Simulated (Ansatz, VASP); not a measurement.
## Sc in VASP and in Ansatz

The input INCAR:

```
SYSTEM = Sc
PREC     = Accurate       ! precision mode
ENCUT    = 520            ! plane-wave cutoff, eV
EDIFF    = 1E-6           ! SCF threshold, eV
ISMEAR   = -1             ! smearing method
SIGMA    = 0.08           ! smearing width, eV
LREAL    = .False.        ! projectors in reciprocal space
LASPH    = .True.         ! aspherical terms in the spheres
NELM     = 60             ! most SCF steps
ALGO     = Normal         ! electronic algorithm
ISIF     = 2              ! what is computed and relaxed
LWAVE    = .False.        ! write WAVECAR
LCHARG   = .False.        ! write CHGCAR
GGA      = PE             ! functional
NBANDS   = 12             ! bands
```

Contents of KPOINTS:

```
regular mesh
0
Gamma
  16 16 16
  0 0 0
```

File POSCAR:

```
Sc
1.0
    0.0000000000      2.2160642329      2.2160642329
    2.2160642329      0.0000000000      2.2160642329
    2.2160642329      2.2160642329      0.0000000000
Sc
1
Direct
    0.0000000000      0.0000000000      0.0000000000
```

Input for Ansatz:

```yaml
crystal:
  lattice:
    - [0.0, 2.2160642329, 2.2160642329]
    - [2.2160642329, 0.0, 2.2160642329]
    - [2.2160642329, 2.2160642329, 0.0]
  atoms:
    - { symbol: Sc, position: [0.0, 0.0, 0.0] }
kpoints:
  mp_grid: { grid: [16, 16, 16] }
scf:
  occupations: { method: fermi_dirac, width: 0.08 }
hamiltonian:
  xc: pbe
  pseudopotentials: { kind: nc }
output:
  forces: true
  stress: true
  eigenvalues: true
```

Change from the starting cell: volume scaled by 0.88, norm-conserving files.

Alike in both runs: task single point; functional PBE; k mesh 16 × 16 × 16; occupations fermi-dirac, width 0.08 eV; no spin polarisation.

|  | VASP | Ansatz |
| --- | --- | --- |
| version | VASP 6.6.1 | Ansatz 0.2.0 |
| potentials or method | VASP PAW PBE potentials, release 64 (Sc_sv) | norm-conserving pseudopotentials, scalar-relativistic |
| plane-wave cutoff (eV) | 520 | 1061 |
| valence electrons in the cell | 11 | 11 |

```tsv
	VASP	Ansatz	Ansatz less VASP
pressure (GPa)	8.0	7.9	-0.03
```
